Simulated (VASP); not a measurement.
Set up this calculation in VASP 6.6.1, as the native input.

```yaml
Task: single point
Functional: PBE
Potentials_or_basis: VASP PAW PBE potentials, release 64 (Ge_d, W_sv)
Cutoff: 520 eV
k_mesh: 4 × 4 × 4
Occupations: gaussian, width 0.1 eV
Spin: no spin polarisation
Dipole_correction: no
Further_INCAR_settings: ALGO = Fast; EDIFF = 1e-06; NBANDS = 58
```

The structure of GeW6 lies in POSCAR:

```
GeW6
1.0
    6.1607692268      0.0000000000      0.0000000000
    0.0000000000      6.1607692268      0.0000000000
    0.0000000000      0.0000000000      6.1607692268
Ge W
1 6
Direct
    0.0000000000      0.0000000000      0.0000000000
    0.2034768401      0.5000000000      0.5000000000
    0.5000000000      0.2034768401      0.5000000000
    0.7965231599      0.5000000000      0.5000000000
    0.5000000000      0.7965231599      0.5000000000
    0.5000000000      0.5000000000      0.2034768401
    0.5000000000      0.5000000000      0.7965231599
```

The cell was built from a structure type or drawn by symmetry, and may not be a known phase.

The input as run:

INCAR

```
ALGO = Fast ; EDIFF = 1E-6
ENCUT = 520 ; GGA = PE
ISIF = 2 ; ISMEAR = 0
LASPH = T ; LCHARG = F
LREAL = F ; LWAVE = F
NBANDS = 58 ; NELM = 80
PREC = Accurate ; SIGMA = 0.1
```

KPOINTS

```
k-points
0
Gamma
  4 4 4
```

Potentials or basis: VASP PAW PBE potentials, release 64 (Ge_d, W_sv).

Command:

```bash
$ cat potpaw_PBE.64/Ge_d/POTCAR potpaw_PBE.64/W_sv/POTCAR > POTCAR
$ mpirun -np 1 vasp_std > vasp.out
```

Results of the run:

| Property | Result |
| --- | --- |
| Pressure | 0.3 GPa |
| Band gap on the k mesh | zero (bands 49 and 50 overlap by 0.57 eV) |

Caveat: spin-orbit coupling is left out, which moves the levels of the heavy elements.

Run time: 9.9 min on 1 thread of Intel(R) Xeon(R) Platinum 8259CL CPU @ 2.50GHz (Skylake/Cascade Lake) (shared host), peak memory 0.39 GiB.
